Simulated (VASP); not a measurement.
A run of VASP 6.6.1 is set up as follows.

The input INCAR:

```
ALGO = Normal
EDIFF = 1E-7
ENCUT = 520
GGA = PE
ISIF = 2
ISMEAR = 0
LASPH = True
LCHARG = False
LREAL = False
LWAVE = False
NBANDS = 14
NELM = 60
PREC = Accurate
SIGMA = 0.15
```

KPOINTS

```
k-points
0
Gamma
  20 20 20
```

POSCAR

```
HfN
1.0
   -0.1080012285      2.2063108115      2.2063108115
    2.2063108115     -0.1080012285      2.2063108115
    2.2063108115      2.2063108115     -0.1080012285
Hf N
1 1
Direct
    0.0000000000      0.0000000000      0.0000000000
    0.5000000000      0.5000000000      0.5000000000
```

Potentials or basis: VASP PAW PBE potentials, release 64 (Hf_pv, N).

The run is started by

```bash
$ cat potpaw_PBE.64/Hf_pv/POTCAR potpaw_PBE.64/N/POTCAR > POTCAR
$ mpirun -np 1 vasp_std > vasp.out
```

(1) Estimate the pressure.

Results:

(1) 3.1 GPa.
